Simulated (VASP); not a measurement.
# SnS2 (Berndtite-2T) (P-3m1) in VASP: notebook

SnS2 (Berndtite-2T) is run at these levels: PBE+D4; tasks: single point, relaxation of cell and atoms.

Program: VASP 6.6.1. These are calculated values, not measurements. Logs are shortened: lines on timing, memory, paths and dates and some standing lists are left out, and cuts for length are marked.

## (1) The cell of the first run

It takes space group P-3m1 (No. 164, trigonal). Conventional cell: a = 3.503 Å, b = 3.503 Å, c = 4.928 Å, α = 90.00°, β = 90.00°, γ = 120.00°. Sn (site symmetry -3m) has 6 S at 2.49 Å within 3.3 Å. S (site symmetry 3m) has 3 Sn at 2.49 Å and 3 S at 2.85 Å within 3.3 Å.

## (2) Single point, PBE+D4

Contents of INCAR:

```
ALGO = Normal
EDIFF = 1E-6
ENCUT = 500
GGA = PE
GGA_COMPAT = False
ISIF = 2
ISMEAR = 0
IVDW = 13
LASPH = True
LCHARG = False
LREAL = False
LWAVE = False
NBANDS = 20
NELM = 120
PREC = Accurate
SIGMA = 0.01
```

Contents of KPOINTS:

```
k-points
0
Gamma
  6 6 4
```

Contents of POSCAR:

```
SnS2
1.0
    3.5031941024      0.0000000000      0.0000000000
   -1.7515970512      3.0338550871      0.0000000000
    0.0000000000      0.0000000000      4.9279192770
Sn S
1 2
Direct
    0.0000000000      0.0000000000      0.0000000000
    0.3333333333      0.6666666667      0.2957520355
    0.6666666667      0.3333333333      0.7042479645
```

Potentials or basis: VASP PAW PBE potentials, release 64 (Sn_d, S).

Started as:

```bash
$ cat potpaw_PBE.64/Sn_d/POTCAR potpaw_PBE.64/S/POTCAR > POTCAR
$ mpirun -np 1 vasp_std > vasp.out
```

OUTCAR:

```text
EDIFF = 1E-6
   ENCUT = 500
   GGA = PE
   ISIF = 2
   ISMEAR = 0
   IVDW = 13
   LASPH = True
   LREAL = False
   NELM = 120
   PREC = Accurate

 ion  position               nearest neighbor table
   1  0.000  0.000  0.000-   2 2.49   3 2.49   3 2.49   2 2.49   3 2.49   2 2.49
   2  0.333  0.667  0.296-   1 2.49   1 2.49   1 2.49
   3  0.667  0.333  0.704-   1 2.49   1 2.49   1 2.49

  LATTYP: Found a hexagonal cell.
 ALAT       =     3.5031941024
 C/A-ratio  =     1.4066931871

  Lattice vectors:

 A1 = (   3.5031941024,   0.0000000000,   0.0000000000)
 A2 = (  -1.7515970512,   3.0338550871,   0.0000000000)
 A3 = (   0.0000000000,   0.0000000000,   4.9279192770)

Analysis of symmetry for initial positions (statically):
=====================================================================
 Subroutine PRICEL returns:
 Original cell was already a primitive cell.

 Routine SETGRP: Setting up the symmetry group for a
 hexagonal supercell.

 Subroutine GETGRP returns: Found 12 space group operations
 (whereof 12 operations were pure point group operations)
 out of a pool of 24 trial point group operations.

The static configuration has the point symmetry D_3d.

Analysis of symmetry for dynamics (positions and initial velocities):
=====================================================================
 Subroutine PRICEL returns:
 Original cell was already a primitive cell.

 Routine SETGRP: Setting up the symmetry group for a
 hexagonal supercell.

 Subroutine GETGRP returns: Found 12 space group operations
 (whereof 12 operations were pure point group operations)
 out of a pool of 24 trial point group operations.

The dynamic configuration has the point symmetry D_3d.

 Subroutine INISYM returns: Found 12 space group operations
 (whereof 12 operations are pure point group operations),
 and found     1 'primitive' translations

----------------------------------------------------------------------------------------

                                     Primitive cell

  volume of cell :      52.3748

  direct lattice vectors                    reciprocal lattice vectors
     3.503194102  0.000000000  0.000000000     0.285453780  0.164806817  0.000000000
    -1.751597051  3.033855087  0.000000000     0.000000000  0.329613634  0.000000000
     0.000000000  0.000000000  4.927919277     0.000000000  0.000000000  0.202925402

  length of vectors
     3.503194102  3.503194102  4.927919277     0.329613634  0.329613634  0.202925402

  position of ions in fractional coordinates (direct lattice)
     0.000000000  0.000000000  0.000000000
     0.333333333  0.666666667  0.295752036
     0.666666667  0.333333333  0.704247964

  ion indices of the primitive-cell ions
   primitive index   ion index
                 1           1
                 2           2
                 3           3

----------------------------------------------------------------------------------------

 KPOINTS: k-points

Automatic generation of k-mesh.
 Grid dimensions read from file:
 generate k-points for:    6    6    4

 Generating k-lattice:

  Cartesian coordinates                     Fractional coordinates (reciprocal lattice)
     0.047575630  0.027467803  0.000000000     0.166666667  0.000000000  0.000000000
     0.000000000  0.054935606  0.000000000     0.000000000  0.166666667  0.000000000
     0.000000000  0.000000000  0.050731350     0.000000000  0.000000000  0.250000000

  Length of vectors
     0.054935606  0.054935606  0.050731350

  Shift w.r.t. Gamma in fractional coordinates (k-lattice)
     0.000000000  0.000000000  0.000000000

 Subroutine IBZKPT returns following result:
 ===========================================

 Found     24 irreducible k-points:

 Following reciprocal coordinates:
            Coordinates               Weight
  0.000000  0.000000  0.000000      1.000000
  0.166667 -0.000000  0.000000      6.000000
  0.333333 -0.000000  0.000000      6.000000
  0.500000 -0.000000  0.000000      3.000000
  0.166667  0.166667  0.000000      6.000000
  0.333333  0.166667  0.000000     12.000000
[... 16 lines left out ...]
  0.333333  0.166667  0.500000     12.000000
  0.333333  0.333333  0.500000      2.000000
   k-points           NKPTS =     24   k-points in BZ     NKDIM =     24   number of bands    NBANDS=     20
   number of dos      NEDOS =    301   number of ions     NIONS =      3
   total plane-waves  NPLWV =  28224
   dimension x,y,z NGX =    28 NGY =   28 NGZ =   36
   dimension x,y,z NGXF=    56 NGYF=   56 NGZF=   72
   ions per type =               1   2
   NGX,Y,Z   is equivalent  to a cutoff of  13.29, 13.29, 12.14 a.u.
   NGXF,Y,Z  is equivalent  to a cutoff of  26.58, 26.58, 24.29 a.u.
 SYSTEM =  unknown system
   PREC   = accura    normal or accurate (medium, high low for compatibility)
   ISTART =      0    job   : 0-new  1-cont  2-samecut
   ICHARG =      2    charge: 1-file 2-atom 10-const
   ISPIN  =      1    spin polarized calculation?
   LNONCOLLINEAR =      F non collinear calculations
   LSORBIT =      F    spin-orbit coupling
   LASPH  =      T    aspherical Exc in radial PAW
   ENCUT  =  500.0 eV  36.75 Ry    6.06 a.u.   6.39  6.39  8.98*2*pi/ulx,y,z
   NELM   =    120;   NELMIN=  2; NELMDL= -5     # of ELM steps
   EDIFF  = 0.1E-05   stopping-criterion for ELM
   LREAL  =      F    real-space projection
   EDIFFG = 0.1E-04   stopping-criterion for IOM
   NSW    =      0    number of steps for IOM
   IBRION =     -1    ionic relax: 0-MD 1-quasi-New 2-CG
   NFREE  =      0    steps in history (QN), initial steepest desc. (CG)
   ISIF   =      2    stress and relaxation
   ISYM   =      2    0-nonsym 1-usesym 2-fastsym
   POTIM  = 0.5000    time-step for ionic-motion
   TEBEG  =    0.0;   TEEND  =   0.0 temperature during run
   PSTRESS=    0.0 pullay stress
   NELECT =      26.0000    total number of electrons
   NUPDOWN=      -1.0000    fix difference up-down
   EMIN   =  10.00;   EMAX   =-10.00  energy-range for DOS
   EFERMI =   0.00;   METHOD = LEGACY
   ISMEAR =     0;   SIGMA  =   0.01  broadening in eV -4-tet -1-fermi 0-gaus
   EFERMI_NEDOS =   21; number of points for ismear=-14 and -15
   IALGO  =     38    algorithm
   IMIX   =      4    mixing-type and parameters
     AMIX     =   0.40;   BMIX     =  1.00
     AMIX_MAG =   1.60;   BMIX_MAG =  1.00
  volume/ion in A,a.u.               =      17.46       117.81
  Fermi-wavevector in a.u.,A,eV,Ry     =   1.296259  2.449574 22.861693  1.680287
  Thomas-Fermi vector in A             =   2.427727
   LORBIT       =      0    0 simple, 1 ext, 2 COOP (PROOUT), +10 PAW based schemes
   GGA     = PE    functional components
   LHFCALC =     F    Hartree Fock is set to
   AEXX    =    0.0000 exact exchange contribution
   IVDW    =    13    specifies the selected vdW correction
   LEPSILON=     F    determine dielectric tensor
   LRPA    =     F    only Hartree local field effects (RPA)
 non-spin polarized calculation
 Gauss-broadening in eV      SIGMA  =   0.01
  energy-cutoff  :      500.00
  volume of cell :       52.37
 maximum number of plane-waves:      1362
 NGX is ok and might be reduce to    28
   NGX = 13   NGY = 13   NGZ = 17

 number of electron      25.9999998 magnetization

 Free energy of the ion-electron system (eV)
  ---------------------------------------------------
  ext. energy  EPLUGINS =         0.00000000
  ---------------------------------------------------
  free energy    TOTEN  =       -12.16451609 eV

  energy without entropy =      -12.16451038  energy(sigma->0) =      -12.16451324

 E-fermi :   9.0914     XC(G=0): -11.0652

 val. band max:        9.0750615052   @ k =   0.0000   0.0000   0.0000
 cond. band min:       9.1094583125   @ k =   0.3333   0.3333   0.0000
 fundamental gap:      0.0343968073
 Fermi energy:         9.0913723839

 k-point     1 :       0.0000    0.0000    0.0000
  band No.  band energies     occupation
      1     -12.8626      2.00000
      2     -12.8626      2.00000
      3     -12.8017      2.00000
      4     -12.7545      2.00000
      5     -12.7545      2.00000
      6      -7.0806      2.00000
[... 12 lines left out ...]
     19      18.3129      0.00000
     20      18.3132      0.00000

 k-point     2 :       0.1667   -0.0000    0.0000
  band No.  band energies     occupation
      1     -12.8908      2.00000
      2     -12.8400      2.00000
      3     -12.7848      2.00000
      4     -12.7685      2.00000
      5     -12.7516      2.00000
      6      -6.7166      2.00000
[... 12 lines left out ...]
     19      16.6299      0.00000
     20      17.6232      0.00000

 k-point     3 :       0.3333   -0.0000    0.0000
  band No.  band energies     occupation
      1     -12.9559      2.00000
      2     -12.8150      2.00000
      3     -12.8048      2.00000
      4     -12.7337      2.00000
      5     -12.7246      2.00000
      6      -5.6902      2.00000
[... 12 lines left out ...]
     19      17.9603      0.00000
     20      19.2729      0.00000

 k-point     4 :       0.5000   -0.0000    0.0000
  band No.  band energies     occupation
      1     -12.9900      2.00000
      2     -12.8176      2.00000
      3     -12.8126      2.00000
      4     -12.7119      2.00000
      5     -12.7006      2.00000
      6      -4.6691      2.00000
[... 12 lines left out ...]
     19      20.2837      0.00000
     20      21.6330      0.00000

 k-point     5 :       0.1667    0.1667    0.0000
  band No.  band energies     occupation
      1     -12.9229      2.00000
      2     -12.8349      2.00000
      3     -12.7852      2.00000
      4     -12.7655      2.00000
      5     -12.7268      2.00000
      6      -6.0132      2.00000
[... 12 lines left out ...]
     19      15.2121      0.00000
     20      19.7471      0.00000

 k-point     6 :       0.3333    0.1667    0.0000
  band No.  band energies     occupation
      1     -12.9555      2.00000
      2     -12.8402      2.00000
      3     -12.7966      2.00000
      4     -12.7348      2.00000
      5     -12.7082      2.00000
      6      -4.8076      2.00000
[... 12 lines left out ...]
     19      17.4585      0.00000
     20      20.9079      0.00000

 k-point     7 :       0.3333    0.3333    0.0000
  band No.  band energies     occupation
      1     -12.9023      2.00000
      2     -12.9023      2.00000
      3     -12.7561      2.00000
      4     -12.7561      2.00000
      5     -12.7208      2.00000
      6      -3.7937      2.00000
[... 12 lines left out ...]
     19      18.1016      0.00000
     20      18.1016      0.00000
[... 277 lines left out ...]
 k-point    20 :       0.3333   -0.0000    0.5000
  band No.  band energies     occupation
      1     -12.9599      2.00000
      2     -12.8160      2.00000
      3     -12.8066      2.00000
      4     -12.7305      2.00000
      5     -12.7247      2.00000
      6      -4.8078      2.00000
[... 12 lines left out ...]
     19      18.7021      0.00000
     20      19.1685      0.00000

 k-point    21 :       0.5000   -0.0000    0.5000
  band No.  band energies     occupation
      1     -12.9948      2.00000
      2     -12.8195      2.00000
      3     -12.8138      2.00000
      4     -12.7085      2.00000
      5     -12.7007      2.00000
      6      -4.0623      2.00000
[... 12 lines left out ...]
     19      19.0355      0.00000
     20      20.0311      0.00000

 k-point    22 :       0.1667    0.1667    0.5000
  band No.  band energies     occupation
      1     -12.9263      2.00000
      2     -12.8357      2.00000
      3     -12.7868      2.00000
      4     -12.7640      2.00000
      5     -12.7254      2.00000
      6      -5.0886      2.00000
[... 12 lines left out ...]
     19      16.3845      0.00000
     20      18.6448      0.00000

 k-point    23 :       0.3333    0.1667    0.5000
  band No.  band energies     occupation
      1     -12.9600      2.00000
      2     -12.8420      2.00000
      3     -12.7979      2.00000
      4     -12.7337      2.00000
      5     -12.7061      2.00000
      6      -4.1173      2.00000
[... 12 lines left out ...]
     19      17.4740      0.00000
     20      18.7863      0.00000

 k-point    24 :       0.3333    0.3333    0.5000
  band No.  band energies     occupation
      1     -12.9058      2.00000
      2     -12.9058      2.00000
      3     -12.7565      2.00000
      4     -12.7565      2.00000
      5     -12.7176      2.00000
      6      -3.6359      2.00000
[... 12 lines left out ...]
     19      18.4453      0.00000
     20      18.4453      0.00000

------------------------ aborting loop because EDIFF is reached ----------------------------------------

  DFT-D4 for vdW energy calculation

  Edisp (eV):   -1.38198

  FORCE on cell =-STRESS in cart. coord.  units (eV):
  Direction    XX          YY          ZZ          XY          YZ          ZX
  --------------------------------------------------------------------------------------
  -------------------------------------------------------------------------------------
  Total       6.46247     6.46247     6.48743     0.00000    -0.00000     0.00000
  in kB     197.69078   197.69078   198.45422     0.00000    -0.00000     0.00000
  external pressure =      197.95 kB  Pullay stress =        0.00 kB

 VOLUME and BASIS-vectors are now :
 -----------------------------------------------------------------------------
  energy-cutoff  :      500.00
  volume of cell :       52.37
      direct lattice vectors                 reciprocal lattice vectors
     3.503194102  0.000000000  0.000000000     0.285453780  0.164806817  0.000000000
    -1.751597051  3.033855087  0.000000000     0.000000000  0.329613634  0.000000000
     0.000000000  0.000000000  4.927919277     0.000000000  0.000000000  0.202925402

 POSITION                                       TOTAL-FORCE (eV/Angst)
 -----------------------------------------------------------------------------------
      0.00000      0.00000      0.00000        -0.000000      0.000000      0.000000
     -0.00000      2.02257      1.45744        -0.000000      0.000000     -0.015048
      1.75160      1.01129      3.47048         0.000000     -0.000000      0.015048
 -----------------------------------------------------------------------------------
    total drift:                               -0.000000      0.000000      0.000000

  FREE ENERGIE OF THE ION-ELECTRON SYSTEM (eV)
  ---------------------------------------------------
  free  energy   TOTEN  =       -13.5464964018 eV

  energy  without entropy=      -13.5464906873  energy(sigma->0) =      -13.54649354
```

It took 14 s on 1 thread of AMD EPYC 9R45 (Zen 5), shared host; peak memory 0.15 GiB.

Results:

```yaml
Free_energy: -13.5465 eV
Pressure: 19.8 GPa
Largest_force: 0.015 eV/Å
Band_gap_on_the_k_mesh: 0.03 eV, indirect (least direct gap 1.77 eV)
Dispersion_energy_per_atom: -0.461 eV
```

Forces in eV/Å, atoms in the order of the input:
```
Sn   0.000  0.000  0.000
S    0.000  0.000 -0.015
S    0.000  0.000  0.015
```

Caveat: spin-orbit coupling is left out, which moves the levels of the heavy elements.

(Part 1 of 3 ends here.)
